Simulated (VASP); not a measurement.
# Co (Fm-3m) in VASP: further runs, part 2 of 3

VASP 6.6.1.

## Step 4: Single point, BLYP, collinear spin, ferromagnetic start

This run uses another cell than the first one, of 11.41 Å³/atom, 1.030 times its volume.

File INCAR:

```
SYSTEM = Co
PREC = Accurate ; ENCUT = 520
EDIFF = 1E-6 ; ISMEAR = -1
SIGMA = 0.05 ; LREAL = .False.
LASPH = .True. ; NELM = 150
ALGO = Normal ; ISIF = 2
LWAVE = .False. ; LCHARG = .False.
ISPIN = 2 ; MAGMOM = 1.7
LORBIT = 11 ; LMAXMIX = 4
GGA = B5 ; ALDAX = 1.0
AGGAX = 1.0 ; AGGAC = 1.0
ALDAC = 0.0 ; NBANDS = 14
```

File KPOINTS:

```
Automatic mesh
0
Gamma
  15 15 15
  0 0 0
```

File POSCAR:

```
Co
1.0
    0.0000000000      1.7867754460      1.7867754460
    1.7867754460      0.0000000000      1.7867754460
    1.7867754460      1.7867754460      0.0000000000
Co
1
Direct
    0.0000000000      0.0000000000      0.0000000000
```

Potentials or basis: VASP PAW PBE potentials, release 64 (Co).

Launch:

```console
$ cat potpaw_PBE.64/Co/POTCAR > POTCAR
$ mpirun -np 1 vasp_std > vasp.out
```

OUTCAR:

```text
SYSTEM = Co
   PREC = Accurate
   ENCUT = 520
   EDIFF = 1E-6
   ISMEAR = -1
   LREAL = .False.
   LASPH = .True.
   NELM = 150
   ISIF = 2
   ISPIN = 2
   LORBIT = 11
   GGA = B5

 ion  position               nearest neighbor table
   1  0.000  0.000  0.000-

  LATTYP: Found a face centered cubic cell.
 ALAT       =     3.5735508920

  Lattice vectors:

 A1 = (   0.0000000000,   1.7867754460,   1.7867754460)
 A2 = (   1.7867754460,   0.0000000000,   1.7867754460)
 A3 = (   1.7867754460,   1.7867754460,   0.0000000000)

Analysis of symmetry for initial positions (statically):
[... 25 lines left out ...]
The dynamic configuration has the point symmetry O_h .

Analysis of structural, dynamic, and magnetic symmetry:
=====================================================================
 Subroutine PRICEL returns:
[... 7 lines left out ...]
 out of a pool of 48 trial point group operations.

The overall configuration has the point symmetry O_h .

 Subroutine INISYM returns: Found 48 space group operations
[... 5 lines left out ...]
                                     Primitive cell

  volume of cell :      11.4088

  direct lattice vectors                    reciprocal lattice vectors
     0.000000000  1.786775446  1.786775446    -0.279833709  0.279833709  0.279833709
     1.786775446  0.000000000  1.786775446     0.279833709 -0.279833709  0.279833709
     1.786775446  1.786775446  0.000000000     0.279833709  0.279833709 -0.279833709

  length of vectors
     2.526882069  2.526882069  2.526882069     0.484686201  0.484686201  0.484686201

  position of ions in fractional coordinates (direct lattice)
     0.000000000  0.000000000  0.000000000

  ion indices of the primitive-cell ions
   primitive index   ion index
                 1           1

----------------------------------------------------------------------------------------

 KPOINTS: Automatic mesh

Automatic generation of k-mesh.
 Grid dimensions read from file:
 generate k-points for:   15   15   15

 Generating k-lattice:

  Cartesian coordinates                     Fractional coordinates (reciprocal lattice)
    -0.018655581  0.018655581  0.018655581     0.066666667  0.000000000  0.000000000
     0.018655581 -0.018655581  0.018655581     0.000000000  0.066666667  0.000000000
     0.018655581  0.018655581 -0.018655581     0.000000000  0.000000000  0.066666667

  Length of vectors
     0.032312413  0.032312413  0.032312413

  Shift w.r.t. Gamma in fractional coordinates (k-lattice)
     0.000000000  0.000000000  0.000000000

 Subroutine IBZKPT returns following result:
 ===========================================

 Found    120 irreducible k-points:

 Following reciprocal coordinates:
            Coordinates               Weight
  0.000000  0.000000  0.000000      1.000000
  0.066667  0.000000  0.000000      8.000000
  0.133333  0.000000  0.000000      8.000000
  0.200000  0.000000  0.000000      8.000000
  0.266667  0.000000  0.000000      8.000000
  0.333333  0.000000  0.000000      8.000000
[... 16 lines left out ...]
  0.133333  0.133333  0.000000      6.000000
  0.200000  0.133333  0.000000     24.000000
 [... further k-points ...]
   k-points           NKPTS =    120   k-points in BZ     NKDIM =    120   number of bands    NBANDS=     14
   number of dos      NEDOS =    301   number of ions     NIONS =      1
   total plane-waves  NPLWV =   8000
   dimension x,y,z NGX =    20 NGY =   20 NGZ =   20
   dimension x,y,z NGXF=    40 NGYF=   40 NGZF=   40
   ions per type =               1
   NGX,Y,Z   is equivalent  to a cutoff of  13.16, 13.16, 13.16 a.u.
   NGXF,Y,Z  is equivalent  to a cutoff of  26.32, 26.32, 26.32 a.u.
 SYSTEM =  Co
   PREC   = accura    normal or accurate (medium, high low for compatibility)
   ISTART =      0    job   : 0-new  1-cont  2-samecut
   ICHARG =      2    charge: 1-file 2-atom 10-const
   ISPIN  =      2    spin polarized calculation?
   LNONCOLLINEAR =      F non collinear calculations
   LSORBIT =      F    spin-orbit coupling
   LASPH  =      T    aspherical Exc in radial PAW
   ENCUT  =  520.0 eV  38.22 Ry    6.18 a.u.   4.70  4.70  4.70*2*pi/ulx,y,z
   NELM   =    150;   NELMIN=  2; NELMDL= -5     # of ELM steps
   EDIFF  = 0.1E-05   stopping-criterion for ELM
   LREAL  =      F    real-space projection
   EDIFFG = 0.1E-04   stopping-criterion for IOM
   NSW    =      0    number of steps for IOM
   IBRION =     -1    ionic relax: 0-MD 1-quasi-New 2-CG
   NFREE  =      0    steps in history (QN), initial steepest desc. (CG)
   ISIF   =      2    stress and relaxation
   ISYM   =      2    0-nonsym 1-usesym 2-fastsym
   POTIM  = 0.5000    time-step for ionic-motion
   TEBEG  =    0.0;   TEEND  =   0.0 temperature during run
   PSTRESS=    0.0 pullay stress
   NELECT =       9.0000    total number of electrons
   NUPDOWN=      -1.0000    fix difference up-down
   EMIN   =  10.00;   EMAX   =-10.00  energy-range for DOS
   EFERMI =   0.00;   METHOD = LEGACY
   ISMEAR =    -1;   SIGMA  =   0.05  broadening in eV -4-tet -1-fermi 0-gaus
   EFERMI_NEDOS =   21; number of points for ismear=-14 and -15
   IALGO  =     38    algorithm
   IMIX   =      4    mixing-type and parameters
     AMIX     =   0.40;   BMIX     =  1.00
     AMIX_MAG =   1.60;   BMIX_MAG =  1.00
  volume/ion in A,a.u.               =      11.41        76.99
  Fermi-wavevector in a.u.,A,eV,Ry     =   1.512664  2.858520 31.132187  2.288151
  Thomas-Fermi vector in A             =   2.622558
   LORBIT       =     11    0 simple, 1 ext, 2 COOP (PROOUT), +10 PAW based schemes
   GGA     = B5    functional components
   LHFCALC =     F    Hartree Fock is set to
   AEXX    =    0.0000 exact exchange contribution
   IVDW    =     0    specifies the selected vdW correction
   LEPSILON=     F    determine dielectric tensor
   LRPA    =     F    only Hartree local field effects (RPA)
 spin polarized calculation
  energy-cutoff  :      520.00
  volume of cell :       11.41
 maximum number of plane-waves:       331
   NGX =  9   NGY =  9   NGZ =  9

 number of electron       9.0000006 magnetization       1.6444652

 Free energy of the ion-electron system (eV)
  ---------------------------------------------------
  ext. energy  EPLUGINS =         0.00000000
  ---------------------------------------------------
  free energy    TOTEN  =        -6.05302570 eV

  energy without entropy =       -6.04221471  energy(sigma->0) =       -6.04762021

 E-fermi :  10.1177     XC(G=0): -12.5190

 val. band max:       10.1132351136   @ k =  -0.3333   0.3333   0.1333
 cond. band min:      10.1220009891   @ k =   0.4000   0.2667   0.0000
 fundamental gap:      0.0087658755
 Fermi energy:        10.1176984241

 spin component 1

 k-point     1 :       0.0000    0.0000    0.0000
  band No.  band energies     occupation
      1       1.5536      1.00000
      2       7.4976      1.00000
      3       7.4976      1.00000
      4       7.4976      1.00000
      5       8.4519      1.00000
      6       8.4519      1.00000
      7      33.0322      0.00000
      8      36.7940      0.00000
      9      36.7940      0.00000
     10      36.7940      0.00000
     11      39.8791      0.00000
     12      39.8791      0.00000
     13      39.8791      0.00000
     14      42.8295      0.00000
[... 377 lines left out ...]
      1       3.0114      1.00000
      2       7.0267      1.00000
      3       7.8249      1.00000
      4       7.8864      1.00000
      5       8.1592      1.00000
      6       8.6426      1.00000
      7      29.4158      0.00000
      8      31.8483      0.00000
      9      32.2678      0.00000
     10      34.4487      0.00000
     11      38.7470      0.00000
     12      42.9197      0.00000
     13      44.4473      0.00000
     14      45.1327      0.00000

 [... further k-points ...]

 spin component 2

 k-point     1 :       0.0000    0.0000    0.0000
  band No.  band energies     occupation
      1       1.5978      1.00000
      2       9.0240      1.00000
      3       9.0240      1.00000
      4       9.0240      1.00000
      5      10.3980      0.00366
      6      10.3980      0.00366
      7      32.7538      0.00000
      8      36.9972      0.00000
      9      36.9972      0.00000
     10      36.9972      0.00000
     11      40.2097      0.00000
     12      40.2097      0.00000
     13      40.2097      0.00000
     14      42.6163      0.00000
[... 377 lines left out ...]
      1       3.0753      1.00000
      2       8.4601      1.00000
      3       9.4228      1.00000
      4       9.4537      1.00000
      5       9.9611      0.95821
      6      10.5974      0.00007
      7      29.6925      0.00000
      8      32.2008      0.00000
      9      32.3131      0.00000
     10      34.5533      0.00000
     11      39.3843      0.00000
     12      43.0280      0.00000
     13      44.4810      0.00000
     14      45.1512      0.00000

 [... further k-points ...]
[... 5 lines left out ...]
  --------------------------------------------------------------------------------------
  -------------------------------------------------------------------------------------
  Total       -0.0159586     -0.0159586     -0.0159586      0.0000000      0.0000000      0.0000000
  in kB       -2.2411231     -2.2411231     -2.2411231      0.0000000      0.0000000      0.0000000
  external PRESSURE =      -2.2411231 kB  Pullay stress =       0.0000000 kB

 VOLUME and BASIS-vectors are now :
 -----------------------------------------------------------------------------
  energy-cutoff  :      520.00
  volume of cell :       11.41
      direct lattice vectors                 reciprocal lattice vectors
     0.000000000  1.786775446  1.786775446    -0.279833709  0.279833709  0.279833709
     1.786775446  0.000000000  1.786775446     0.279833709 -0.279833709  0.279833709
     1.786775446  1.786775446  0.000000000     0.279833709  0.279833709 -0.279833709

 POSITION                                       TOTAL-FORCE (eV/Angst)
 -----------------------------------------------------------------------------------
      0.00000      0.00000      0.00000        -0.000000      0.000000     -0.000000
 -----------------------------------------------------------------------------------
    total drift:                                0.000000      0.000000      0.000000

  FREE ENERGIE OF THE ION-ELECTRON SYSTEM (eV)
  ---------------------------------------------------
  free  energy   TOTEN  =        -6.0530257042 eV

  energy  without entropy=       -6.0422147097  energy(sigma->0) =       -6.04762021

 total charge

# of ion       s       p       d       tot
------------------------------------------
    1        0.467   0.465   7.277   8.209

 magnetization (x)

# of ion       s       p       d       tot
------------------------------------------
    1       -0.012  -0.045   1.724   1.666
```

Run time: 72 s. Hardware: 1 thread of Intel Xeon 8259CL, shared host; peak memory 0.15 GiB.

Results:

* Free energy: -6.0530 eV
* Pressure: -0.2 GPa
* Net moment: 1.64 μB per cell
* Site moments: Co +1.67 μB
* Valence electrons inside the program's atomic spheres: Co 8.21

Caveat: the PAW data sets were made with another functional, which shifts forces and pressure a little.

(Continued in part 3 of 3.)
